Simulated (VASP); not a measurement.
# Mg2Cd3Te (P6/mmm) in VASP: a series of runs

The runs below take Mg2Cd3Te through single point, relaxation of cell and atoms, with PBE.

Program: VASP 6.6.1. These are calculated values, not measurements. Logs are shortened: lines on timing, memory, paths and dates and some standing lists are left out, and cuts for length are marked.

**1. The cell of the first run**

Symmetry: P6/mmm, No. 191, hexagonal system. The conventional cell has a = 5.929 Å, b = 5.929 Å, c = 4.910 Å, α = 90.00°, β = 90.00°, γ = 120.00°. Within 3.9 Å of Mg (site symmetry -6m2) lie 6 Cd at 2.99 Å and 3 Mg at 3.42 Å and 3 Te at 3.42 Å. Cd (site symmetry mmm) has 4 Cd at 2.96 Å and 4 Mg at 2.99 Å and 4 Te at 3.85 Å within 3.9 Å. Te (site symmetry 6/mmm) has 6 Mg at 3.42 Å and 12 Cd at 3.85 Å within 4.5 Å.

The cell was built from a structure type or drawn by symmetry, and may not be a known phase.

**2. Single point, PBE**

File INCAR:

```
  PREC = Accurate
  ENCUT = 520
  EDIFF = 1E-6
  ISMEAR = 0
  SIGMA = 0.1
  LREAL = F
  LASPH = T
  NELM = 60
  ALGO = Fast
  ISIF = 2
  LWAVE = F
  LCHARG = F
  GGA = PE
  NBANDS = 32
```

File KPOINTS:

```
Automatic mesh
0
Gamma
  3 3 4
```

File POSCAR:

```
Mg2Cd3Te
1.0
    5.9294532000      0.0000000000      0.0000000000
   -2.9647266000      5.1350571000      0.0000000000
    0.0000000000      0.0000000000      4.9102023900
Mg Cd Te
2 3 1
Direct
    0.3333333300      0.6666666700      0.0000000000
    0.6666666700      0.3333333300      0.0000000000
    0.5000000000      0.0000000000      0.5000000000
    0.0000000000      0.5000000000      0.5000000000
    0.5000000000      0.5000000000      0.5000000000
    0.0000000000      0.0000000000      0.0000000000
```

Potentials or basis: VASP PAW PBE potentials, release 64 (Mg, Cd, Te).

Run with:

```sh
cat potpaw_PBE.64/Mg/POTCAR potpaw_PBE.64/Cd/POTCAR potpaw_PBE.64/Te/POTCAR > POTCAR
mpirun -np 1 vasp_std > vasp.out
```

OUTCAR:

```text
PREC = Accurate
   ENCUT = 520
   EDIFF = 1E-6
   ISMEAR = 0
   LREAL = F
   LASPH = T
   NELM = 60
   ISIF = 2
   GGA = PE

 ion  position               nearest neighbor table
   1  0.333  0.667  0.000-   3 2.99   3 2.99   4 2.99   4 2.99   5 2.99   5 2.99   2 3.42   6 3.42
                             2 3.42   6 3.42   6 3.42   2 3.42
   2  0.667  0.333  0.000-   3 2.99   3 2.99   4 2.99   4 2.99   5 2.99   5 2.99   1 3.42   6 3.42
                             1 3.42   6 3.42   6 3.42   1 3.42
   3  0.500  0.000  0.500-   4 2.96   5 2.96   5 2.96   4 2.96   1 2.99   2 2.99   1 2.99   2 2.99

   4  0.000  0.500  0.500-   3 2.96   3 2.96   5 2.96   5 2.96   1 2.99   2 2.99   1 2.99   2 2.99

   5  0.500  0.500  0.500-   3 2.96   3 2.96   4 2.96   4 2.96   1 2.99   2 2.99   1 2.99   2 2.99

   6  0.000  0.000  0.000-   1 3.42   2 3.42   1 3.42   2 3.42   2 3.42   1 3.42

  LATTYP: Found a hexagonal cell.
 ALAT       =     5.9294532000
 C/A-ratio  =     0.8281037432

  Lattice vectors:

 A1 = (   5.9294532000,   0.0000000000,   0.0000000000)
 A2 = (  -2.9647266000,   5.1350571000,   0.0000000000)
 A3 = (   0.0000000000,   0.0000000000,   4.9102023900)

Analysis of symmetry for initial positions (statically):
=====================================================================
 Subroutine PRICEL returns:
 Original cell was already a primitive cell.

 Routine SETGRP: Setting up the symmetry group for a
 hexagonal supercell.

 Subroutine GETGRP returns: Found 24 space group operations
 (whereof 24 operations were pure point group operations)
 out of a pool of 24 trial point group operations.

The static configuration has the point symmetry D_6h.

Analysis of symmetry for dynamics (positions and initial velocities):
=====================================================================
 Subroutine PRICEL returns:
 Original cell was already a primitive cell.

 Routine SETGRP: Setting up the symmetry group for a
 hexagonal supercell.

 Subroutine GETGRP returns: Found 24 space group operations
 (whereof 24 operations were pure point group operations)
 out of a pool of 24 trial point group operations.

The dynamic configuration has the point symmetry D_6h.

 Subroutine INISYM returns: Found 24 space group operations
 (whereof 24 operations are pure point group operations),
 and found     1 'primitive' translations

----------------------------------------------------------------------------------------

                                     Primitive cell

  volume of cell :     149.5062

  direct lattice vectors                    reciprocal lattice vectors
     5.929453200  0.000000000  0.000000000     0.168649615  0.097369901  0.000000000
    -2.964726600  5.135057100  0.000000000     0.000000000  0.194739801  0.000000000
     0.000000000  0.000000000  4.910202390     0.000000000  0.000000000  0.203657593

  length of vectors
     5.929453200  5.929453198  4.910202390     0.194739801  0.194739801  0.203657593

  position of ions in fractional coordinates (direct lattice)
     0.333333330  0.666666670  0.000000000
     0.666666670  0.333333330  0.000000000
     0.500000000  0.000000000  0.500000000
     0.000000000  0.500000000  0.500000000
     0.500000000  0.500000000  0.500000000
     0.000000000  0.000000000  0.000000000

  ion indices of the primitive-cell ions
   primitive index   ion index
                 1           1
                 2           2
                 3           3
                 4           4
                 5           5
                 6           6

----------------------------------------------------------------------------------------

 KPOINTS: Automatic mesh

Automatic generation of k-mesh.
 Grid dimensions read from file:
 generate k-points for:    3    3    4

 Generating k-lattice:

  Cartesian coordinates                     Fractional coordinates (reciprocal lattice)
     0.056216538  0.032456634  0.000000000     0.333333333  0.000000000  0.000000000
     0.000000000  0.064913267  0.000000000     0.000000000  0.333333333  0.000000000
     0.000000000  0.000000000  0.050914398     0.000000000  0.000000000  0.250000000

  Length of vectors
     0.064913267  0.064913267  0.050914398

  Shift w.r.t. Gamma in fractional coordinates (k-lattice)
     0.000000000  0.000000000  0.000000000

 Subroutine IBZKPT returns following result:
 ===========================================

 Found      9 irreducible k-points:

 Following reciprocal coordinates:
            Coordinates               Weight
  0.000000  0.000000  0.000000      1.000000
  0.333333  0.000000  0.000000      6.000000
  0.333333  0.333333  0.000000      2.000000
  0.000000  0.000000  0.250000      2.000000
  0.333333  0.000000  0.250000     12.000000
  0.333333  0.333333  0.250000      4.000000
  0.000000  0.000000  0.500000      1.000000
  0.333333  0.000000  0.500000      6.000000
  0.333333  0.333333  0.500000      2.000000
   k-points           NKPTS =      9   k-points in BZ     NKDIM =      9   number of bands    NBANDS=     32
   number of dos      NEDOS =    301   number of ions     NIONS =      6
   total plane-waves  NPLWV =  92160
   dimension x,y,z NGX =    48 NGY =   48 NGZ =   40
   dimension x,y,z NGXF=    96 NGYF=   96 NGZF=   80
   ions per type =               2   3   1
   NGX,Y,Z   is equivalent  to a cutoff of  13.46, 13.46, 13.54 a.u.
   NGXF,Y,Z  is equivalent  to a cutoff of  26.92, 26.92, 27.09 a.u.
 SYSTEM =  unknown system
   PREC   = accura    normal or accurate (medium, high low for compatibility)
   ISTART =      0    job   : 0-new  1-cont  2-samecut
   ICHARG =      2    charge: 1-file 2-atom 10-const
   ISPIN  =      1    spin polarized calculation?
   LNONCOLLINEAR =      F non collinear calculations
   LSORBIT =      F    spin-orbit coupling
   LASPH  =      T    aspherical Exc in radial PAW
   ENCUT  =  520.0 eV  38.22 Ry    6.18 a.u.  11.02 11.02  9.13*2*pi/ulx,y,z
   NELM   =     60;   NELMIN=  2; NELMDL= -5     # of ELM steps
   EDIFF  = 0.1E-05   stopping-criterion for ELM
   LREAL  =      F    real-space projection
   EDIFFG = 0.1E-04   stopping-criterion for IOM
   NSW    =      0    number of steps for IOM
   IBRION =     -1    ionic relax: 0-MD 1-quasi-New 2-CG
   NFREE  =      0    steps in history (QN), initial steepest desc. (CG)
   ISIF   =      2    stress and relaxation
   ISYM   =      2    0-nonsym 1-usesym 2-fastsym
   POTIM  = 0.5000    time-step for ionic-motion
   TEBEG  =    0.0;   TEEND  =   0.0 temperature during run
   PSTRESS=    0.0 pullay stress
   NELECT =      46.0000    total number of electrons
   NUPDOWN=      -1.0000    fix difference up-down
   EMIN   =  10.00;   EMAX   =-10.00  energy-range for DOS
   EFERMI =   0.00;   METHOD = LEGACY
   ISMEAR =     0;   SIGMA  =   0.10  broadening in eV -4-tet -1-fermi 0-gaus
   EFERMI_NEDOS =   21; number of points for ismear=-14 and -15
   IALGO  =     68    algorithm
   IMIX   =      4    mixing-type and parameters
     AMIX     =   0.40;   BMIX     =  1.00
     AMIX_MAG =   1.60;   BMIX_MAG =  1.00
  volume/ion in A,a.u.               =      24.92       168.15
  Fermi-wavevector in a.u.,A,eV,Ry     =   1.105200  2.088526 16.619078  1.221468
  Thomas-Fermi vector in A             =   2.241684
   LORBIT       =      0    0 simple, 1 ext, 2 COOP (PROOUT), +10 PAW based schemes
   GGA     = PE    functional components
   LHFCALC =     F    Hartree Fock is set to
   AEXX    =    0.0000 exact exchange contribution
   IVDW    =     0    specifies the selected vdW correction
   LEPSILON=     F    determine dielectric tensor
   LRPA    =     F    only Hartree local field effects (RPA)
 non-spin polarized calculation
 RMM-DIIS sequential band-by-band and
 Gauss-broadening in eV      SIGMA  =   0.10
  energy-cutoff  :      520.00
  volume of cell :      149.51
 maximum number of plane-waves:      4041
 NGX is ok and might be reduce to    48
   NGX = 23   NGY = 23   NGZ = 19

 number of electron      46.0000001 magnetization

 Free energy of the ion-electron system (eV)
  ---------------------------------------------------
  ext. energy  EPLUGINS =         0.00000000
  ---------------------------------------------------
  free energy    TOTEN  =        -8.15323227 eV

  energy without entropy =       -8.12584963  energy(sigma->0) =       -8.13954095

 E-fermi :   3.3602     XC(G=0):  -9.6005

 val. band max:        3.2872673175   @ k =   0.0000   0.0000   0.5000
 cond. band min:       3.4071770144   @ k =   0.3333   0.3333   0.5000
 fundamental gap:      0.1199096969
 Fermi energy:         3.3601877628

 k-point     1 :       0.0000    0.0000    0.0000
  band No.  band energies     occupation
      1      -7.7875      2.00000
      2      -6.5392      2.00000
      3      -6.1487      2.00000
      4      -6.1309      2.00000
      5      -6.1309      2.00000
      6      -5.8257      2.00000
[... 24 lines left out ...]
     31       8.6433      0.00000
     32       8.6430      0.00000

 k-point     2 :       0.3333    0.0000    0.0000
  band No.  band energies     occupation
      1      -7.6588      2.00000
      2      -6.2933      2.00000
      3      -6.0320      2.00000
      4      -6.0127      2.00000
      5      -5.8436      2.00000
      6      -5.7423      2.00000
[... 24 lines left out ...]
     31       8.3616      0.00000
     32       8.3946      0.00000
[... 208 lines left out ...]
     31       8.7889      0.00000
     32      10.2475      0.00000

 k-point     9 :       0.3333    0.3333    0.5000
  band No.  band energies     occupation
      1      -7.5361      2.00000
      2      -5.9541      2.00000
      3      -5.9097      2.00000
      4      -5.9097      2.00000
      5      -5.8599      2.00000
      6      -5.8599      2.00000
[... 24 lines left out ...]
     31       9.8177      0.00000
     32      10.5138      0.00000

------------------------ aborting loop because EDIFF is reached ----------------------------------------

  FORCE on cell =-STRESS in cart. coord.  units (eV):
  Direction    XX          YY          ZZ          XY          YZ          ZX
  --------------------------------------------------------------------------------------
  -------------------------------------------------------------------------------------
  Total        2.3686010      2.3686010      0.5651438      0.0000000      0.0000000      0.0000000
  in kB       25.3830131     25.3830131      6.0563401      0.0000000      0.0000000      0.0000000
  external PRESSURE =      18.9407888 kB  Pullay stress =       0.0000000 kB

 VOLUME and BASIS-vectors are now :
 -----------------------------------------------------------------------------
  energy-cutoff  :      520.00
  volume of cell :      149.51
      direct lattice vectors                 reciprocal lattice vectors
     5.929453200  0.000000000  0.000000000     0.168649615  0.097369901  0.000000000
    -2.964726600  5.135057100  0.000000000     0.000000000  0.194739801  0.000000000
     0.000000000  0.000000000  4.910202390     0.000000000  0.000000000  0.203657593

 POSITION                                       TOTAL-FORCE (eV/Angst)
 -----------------------------------------------------------------------------------
     -0.00000      3.42337      0.00000         0.000000      0.000000      0.000000
      2.96473      1.71169      0.00000        -0.000000      0.000000      0.000000
      2.96473      0.00000      2.45510        -0.000000      0.000000      0.000000
     -1.48236      2.56753      2.45510        -0.000000      0.000000      0.000000
      1.48236      2.56753      2.45510        -0.000000      0.000000      0.000000
      0.00000      0.00000      0.00000        -0.000000      0.000000      0.000000
 -----------------------------------------------------------------------------------
    total drift:                                0.000000     -0.000000     -0.000000

  FREE ENERGIE OF THE ION-ELECTRON SYSTEM (eV)
  ---------------------------------------------------
  free  energy   TOTEN  =        -8.1532322663 eV

  energy  without entropy=       -8.1258496325  energy(sigma->0) =       -8.13954095
```

Wall time 48 s (1 thread of Intel Xeon Platinum 8259CL at 2.50GHz (Skylake/Cascade Lake), shared host); peak memory 0.3 GiB.

What came out:

* Free energy: -8.1532 eV
* Pressure: 1.9 GPa
* Band gap on the k mesh: zero (bands 23 and 24 overlap by 1.00 eV)

Caveat: the k points lie up to 0.41 Å⁻¹ apart, too coarse for converged energies and pressures of a metal; spin-orbit coupling is left out, which moves the levels of the heavy elements.

**3. Single point, PBE**

This run uses another cell than the first one, of 25.91 Å³/atom.

File INCAR:

```
SYSTEM = Mg2Cd3Te
PREC = Accurate
ENCUT = 520
EDIFF = 1E-6
ISMEAR = 0
SIGMA = 0.1
LREAL = .FALSE.
LASPH = .TRUE.
NELM = 60
ALGO = Fast
ISIF = 2
LWAVE = .FALSE.
LCHARG = .FALSE.
GGA = PE
NBANDS = 32
```

File KPOINTS:

```
Automatic mesh
0
G
  6 6 8
  0 0 0
```

File POSCAR:

```
Mg2Cd3Te
1.0
    5.9279364360      0.0000000000      0.0000000000
   -2.9639682180      5.1337435456      0.0000000000
    0.0000000000      0.0000000000      5.1075702562
Mg Cd Te
2 3 1
Direct
    0.3333333333      0.6666666667      0.0000000000
    0.6666666667      0.3333333333      0.0000000000
    0.5000000000      0.0000000000      0.5000000000
    0.0000000000      0.5000000000      0.5000000000
    0.5000000000      0.5000000000      0.5000000000
    0.0000000000      0.0000000000      0.0000000000
```

Potentials or basis: VASP PAW PBE potentials, release 64 (Mg, Cd, Te).

Run with:

```sh
cat potpaw_PBE.64/Mg/POTCAR potpaw_PBE.64/Cd/POTCAR potpaw_PBE.64/Te/POTCAR > POTCAR
mpirun -np 1 vasp_std > vasp.out
```

Wall time 2.3 min (1 thread of Intel Xeon Platinum 8259CL at 2.50GHz (Skylake/Cascade Lake), shared host); peak memory 0.41 GiB.

Results (log left out):

| Item | Value |
| --- | --- |
| Free energy | -8.2335 eV |
| Pressure | 0.0 GPa |
| Band gap on the k mesh | zero (bands 23 and 24 overlap by 0.97 eV) |

Stress tensor (GPa, compression positive):
```
 0.08  0.00  0.00
 0.00  0.08  0.00
 0.00  0.00 -0.03
```

Levels at points of the mesh, in eV from the Fermi level:
| k point | band 19 | band 20 | band 21 | band 22 | band 23 | band 24 | band 25 | band 26 | band 27 | band 28 |
| --- | --- | --- | --- | --- | --- | --- | --- | --- | --- | --- |
| (0.00, 0.00, 0.00) | -3.04 | -2.63 | -2.43 | -1.38 | -1.38 | 0.20 | 0.59 | 2.42 | 2.42 | 3.56 |
| (0.50, 0.00, 0.00) | -3.70 | -1.74 | -1.56 | -0.32 | -0.29 | 0.14 | 1.61 | 1.61 | 2.43 | 3.01 |
| (0.00, 0.00, 0.50) | -2.45 | -2.45 | -1.75 | -1.09 | -0.26 | -0.26 | -0.04 | -0.04 | 0.59 | 0.59 |
| (0.50, 0.00, 0.50) | -4.77 | -3.04 | -2.22 | -2.18 | -1.32 | 0.69 | 1.82 | 1.93 | 3.39 | 4.54 |

Caveat: spin-orbit coupling is left out, which moves the levels of the heavy elements.

**4. Relaxation of cell and atoms, PBE**

File INCAR:

```
PREC     = Accurate       # precision mode
ENCUT    = 600            # plane-wave cutoff, eV
EDIFF    = 1E-6           # SCF threshold, eV
ISMEAR   = 0              # smearing method
SIGMA    = 0.1            # smearing width, eV
LREAL    = False          # projectors in reciprocal space
LASPH    = True           # aspherical terms in the spheres
NELM     = 100            # most SCF steps
ALGO     = Fast           # electronic algorithm
ISIF     = 3              # what is computed and relaxed
LWAVE    = False          # write WAVECAR
LCHARG   = False          # write CHGCAR
GGA      = PE             # functional
IBRION   = 2              # ionic algorithm
NSW      = 100            # ionic steps
EDIFFG   = -0.01          # ionic threshold
```

File KPOINTS:

```
regular mesh
0
Gamma
  6 6 8
```

File POSCAR:

```
Mg2Cd3Te
1.0
    5.9294532000      0.0000000000      0.0000000000
   -2.9647266000      5.1350571000      0.0000000000
    0.0000000000      0.0000000000      4.9102023900
Mg Cd Te
2 3 1
Direct
    0.3333333300      0.6666666700      0.0000000000
    0.6666666700      0.3333333300      0.0000000000
    0.5000000000      0.0000000000      0.5000000000
    0.0000000000      0.5000000000      0.5000000000
    0.5000000000      0.5000000000      0.5000000000
    0.0000000000      0.0000000000      0.0000000000
```

Run with:

```sh
cat potpaw_PBE.64/Mg/POTCAR potpaw_PBE.64/Cd/POTCAR potpaw_PBE.64/Te/POTCAR > POTCAR
mpirun -np 1 vasp_std > vasp.out
```

Wall time 9.6 min (1 thread of Intel Xeon Platinum 8259CL at 2.50GHz (Skylake/Cascade Lake), shared host); peak memory 0.43 GiB.

Results (log left out):

```yaml
Free_energy: -8.2309 eV
Relaxed_volume: 25.87 Å³/atom
Relaxed_cell: a = 5.929 Å, b = 5.929 Å, c = 5.099 Å, α = 90.00°, β = 90.00°, γ = 120.00°
Space_group_after_relaxing_to_0.1_Å: P6/mmm (No. 191)
Energy_gained_by_relaxing: 5.5 meV/atom
Ionic_steps: 7
Pressure_after_relaxing: 0.0 GPa
Band_gap_on_the_k_mesh: zero (bands 23 and 24 overlap by 0.98 eV)
```

The path:
```
step  energy change (eV)  largest force (eV/Å)  pressure (GPa)  volume (Å³)
   1              0.0000                0.0000            1.51       149.51
   2             -0.0286                0.0000            0.24       154.64
   3             -0.0296                0.0000           -0.06       156.01
   4             -0.0296                0.0000           -0.04       155.88
   5             -0.0304                0.0000           -0.04       155.82
   6             -0.0320                0.0000           -0.02       155.64
   7             -0.0328                0.0000            0.03       155.24
```

Final structure:
```
Mg Cd Te
1.0
     5.92917    0.00000    0.00000
    -2.96458    5.13481    0.00000
     0.00000    0.00000    5.09904
Mg Cd Te
2 3 1
Direct
  0.33333 0.66667 0.00000
  0.66667 0.33333 0.00000
  0.50000 0.00000 0.50000
  0.00000 0.50000 0.50000
  0.50000 0.50000 0.50000
  0.00000 0.00000 0.00000
```

Levels at points of the mesh, in eV from the Fermi level:
| k point | band 20 | band 21 | band 22 | band 23 | band 24 | band 25 | band 26 | band 27 |
| --- | --- | --- | --- | --- | --- | --- | --- | --- |
| (0.00, 0.00, 0.00) | -2.62 | -2.44 | -1.39 | -1.39 | 0.21 | 0.59 | 2.42 | 2.42 |
| (0.50, 0.00, 0.00) | -1.73 | -1.55 | -0.32 | -0.29 | 0.15 | 1.61 | 1.62 | 2.44 |
| (0.00, 0.00, 0.50) | -2.45 | -1.75 | -1.09 | -0.26 | -0.26 | -0.04 | -0.04 | 0.59 |
| (0.50, 0.00, 0.50) | -3.04 | -2.22 | -2.18 | -1.32 | 0.69 | 1.82 | 1.93 | 3.38 |

Caveat: spin-orbit coupling is left out, which moves the levels of the heavy elements.

**5. Overview**

```tsv
task	cell	k mesh	cutoff (eV)	gap on the mesh (eV)	pressure (GPa)
single point	a = 5.929, b = 5.929, c = 4.910 Å, angles 90.0, 90.0, 120.0°, 6 atoms	3 × 3 × 4	520	none	1.9
single point	a = 5.928, b = 5.928, c = 5.108 Å, angles 90.0, 90.0, 120.0°, 6 atoms	6 × 6 × 8	520	none	0.0
relaxation of cell and atoms	relaxed from a = 5.929, b = 5.929, c = 4.910 Å, angles 90.0, 90.0, 120.0°, 6 atoms	6 × 6 × 8	600	none	0.0
```

Alike in all rows: level PBE; potentials or basis VASP PAW PBE potentials, release 64 (Mg, Cd, Te); no spin polarisation; smearing gaussian 0.1 eV.

Caveats: some runs use coarse meshes; spin-orbit coupling is left out, which moves the levels of the heavy elements.

Total energies depend on the potentials used, so only differences within one code and one set of settings carry meaning.
